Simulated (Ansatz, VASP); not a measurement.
**NaI: VASP beside Ansatz**

Contents of INCAR:

```
SYSTEM = NaI
ALGO = Normal
EDIFF = 1E-6
ENCUT = 500
GGA = PE
GGA_COMPAT = .False.
ISIF = 2
ISMEAR = 0
LASPH = .True.
LCHARG = .True.
LELF = .True.
LREAL = .False.
LVHAR = .True.
LWAVE = .False.
NBANDS = 14
NELM = 120
PREC = Accurate
SIGMA = 0.05
```

The input KPOINTS:

```
k-points
0
Gamma
  10 10 10
  0 0 0
```

POSCAR

```
NaI
1.0
    0.0000000000      3.2514760149      3.2514760149
    3.2514760149      0.0000000000      3.2514760149
    3.2514760149      3.2514760149      0.0000000000
Na I
1 1
Direct
    0.0000000000      0.0000000000      0.0000000000
    0.5000000000      0.5000000000      0.5000000000
```

Input for Ansatz:

```yaml
crystal:
  lattice:
    - [0.0, 3.2514760149, 3.2514760149]
    - [3.2514760149, 0.0, 3.2514760149]
    - [3.2514760149, 3.2514760149, 0.0]
  atoms:
    - { symbol: Na, position: [0.0, 0.0, 0.0] }
    - { symbol: I, position: [0.5, 0.5, 0.5] }
basis:
  ecutwfc: 420
  ecutrho_ratio: 4
kpoints:
  mp_grid: { grid: [10, 10, 10] }
hamiltonian:
  xc: pbe
scf:
  occupations: { method: gaussian, width: 0.05 }
output:
  forces: true
  stress: true
  eigenvalues: true
```

Alike in both runs: task single point; functional PBE; k mesh 10 × 10 × 10; occupations gaussian, width 0.05 eV; no spin polarisation.

```csv
,VASP,Ansatz
version,VASP 6.6.1,Ansatz 0.2.0
potentials or method,"VASP PAW PBE potentials, release 64 (Na_pv, I), cutoff 500 eV","scalar-relativistic, plane waves, PAW"
valence electrons in the cell,14,26
```

```csv
,VASP,Ansatz,Ansatz less VASP
gap on the k mesh at the Fermi level (eV),3.60,3.61,+0.004
least direct gap on the mesh (eV),3.60,3.61,+0.004
pressure (GPa),0.2,0.2,-0.01
```

VASP's potentials hold 14 valence electrons a cell and Ansatz's 26, so a difference there can come from the potentials and not from the codes.

Spin-orbit coupling is off throughout.
